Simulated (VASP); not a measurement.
Here is a VASP 6.6.1 calculation.

INCAR

```
PREC = Accurate
ENCUT = 520
EDIFF = 1E-7
ISMEAR = 0
SIGMA = 0.15
LREAL = F
LASPH = T
NELM = 60
ALGO = Fast
ISIF = 2
LWAVE = F
LCHARG = F
GGA = PS
NBANDS = 12
```

File KPOINTS:

```
Automatic mesh
0
Gamma
  22 22 22
```

Contents of POSCAR:

```
Ta
1.0
   -1.6354995843      1.6354995843      1.5177436143
    1.6354995843     -1.6354995843      1.5177436143
    1.6354995843      1.6354995843     -1.5177436143
Ta
1
Direct
    0.0000000000      0.0000000000      0.0000000000
```

Potentials or basis: VASP PAW PBE potentials, release 64 (Ta_pv).

Launch:

```sh
$ cat potpaw_PBE.64/Ta_pv/POTCAR > POTCAR
$ mpirun -np 1 vasp_std > vasp.out
```

Estimate the pressure.

21.3 GPa.

Estimate the band gap on the k mesh.

zero (an odd number of electrons rules out a gap without spin polarisation).

Stress tensor (GPa, compression positive):
```
18.38  0.00  0.00
 0.00 18.38  0.00
 0.00  0.00 27.20
```

Caveat: the stress differs along the axes, from 18 to 27 GPa; the PAW data sets were made with another functional, which shifts forces and pressure a little; spin-orbit coupling is left out, which moves the levels of the heavy elements.
